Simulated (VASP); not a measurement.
**PbO2 (Plattnerite): relaxation of cell and atoms with PBE**

Crystal: PbO2 (Plattnerite).

```xyz
6
Lattice="4.9577 0.0000 0.0000 0.0000 4.9577 0.0000 0.0000 0.0000 3.3879" Properties=species:S:1:pos:R:3 pbc="T T T"
Pb    0.0000    0.0000    0.0000
Pb    2.4788    2.4788    1.6940
O     1.5230    1.5230    0.0000
O     0.9558    4.0019    1.6940
O     3.4347    3.4347    0.0000
O     4.0019    0.9558    1.6940
```

* Program: VASP 6.6.1
* Task: relaxation of cell and atoms
* Functional: PBE
* Potentials or basis: VASP PAW PBE potentials, release 64 (Pb_d, O)
* Cutoff: 600 eV
* k mesh: 6 × 6 × 8
* Occupations: fermi-dirac, width 0.02 eV
* Spin: no spin polarisation
* Dipole correction: no
* Further INCAR settings: ALGO = Normal; EDIFF = 1e-06; IBRION = 2; EDIFFG = -0.005; NSW = 80; ISIF = 3

The relaxed volume is 14.83 Å³/atom, the relaxed cell is a = 5.082 Å, b = 5.082 Å, c = 3.445 Å, α = 90.00°, β = 90.00°, γ = 90.00° and the space group after relaxing (to 0.05 Å) is P4_2/mnm (No. 136). The energy gained by relaxing is 24.6 meV/atom. The ionic steps are 9 and the pressure after relaxing is 0.0 GPa. The band gap on the k mesh is 0.02 eV, indirect (least direct gap 0.09 eV).

The path:
```
step  energy change (eV)  largest force (eV/Å)  pressure (GPa)  volume (Å³)
   1              0.0000                0.0679            9.10        83.27
   2             -0.0631                0.1825           -5.30        93.13
   3             -0.1438                0.0929            0.03        88.65
   4             -0.1437                0.0901            0.18        88.54
   5             -0.1462                0.0369            0.16        88.67
   6             -0.1474                0.0298            0.15        88.85
   7             -0.1476                0.0089           -0.14        89.07
   8             -0.1476                0.0116           -0.11        89.05
   9             -0.1477                0.0001           -0.01        88.98
```

Final structure:
```xyz
6
Lattice="5.0820 0.0000 0.0000 0.0000 5.0820 0.0000 0.0000 0.0000 3.4455" Properties=species:S:1:pos:R:3 pbc="T T T"
Pb    0.0000    0.0000    3.4455
Pb    2.5410    2.5410    1.7227
O     1.5648    1.5648    0.0000
O     0.9762    4.1058    1.7227
O     3.5172    3.5172    3.4455
O     4.1058    0.9762    1.7227
```

Levels at points of the mesh, in eV from the valence-band top:
| k point | band 23 | band 24 | band 25 | band 26 | band 27 | band 28 | band 29 | band 30 |
| --- | --- | --- | --- | --- | --- | --- | --- | --- |
| (0.00, 0.00, 0.00) | -0.64 | -0.64 | -0.55 | -0.55 | 0.09 | 3.86 | 5.74 | 5.74 |
| (0.50, 0.00, 0.00) | -0.66 | -0.66 | -0.36 | -0.36 | 2.06 | 2.06 | 6.33 | 6.33 |
| (0.50, 0.50, 0.00) | -0.69 | -0.69 | -0.45 | -0.45 | 2.46 | 2.46 | 6.52 | 6.52 |
| (0.00, 0.00, 0.50) | -1.01 | -1.01 | -0.73 | -0.73 | 3.37 | 3.37 | 8.59 | 8.59 |
| (0.50, 0.00, 0.50) | -0.70 | -0.70 | -0.27 | -0.27 | 3.65 | 3.65 | 7.00 | 7.00 |
| (0.50, 0.50, 0.50) | -0.62 | -0.62 | -0.48 | -0.48 | 2.52 | 2.52 | 8.11 | 8.11 |

Wall time 9.1 min on 1 thread of Intel Xeon 6975P-C (shared host), peak memory 0.3 GiB.

Caveat: spin-orbit coupling is left out, which moves the levels of the heavy elements. Zero-point motion and thermal expansion aren't in these numbers.
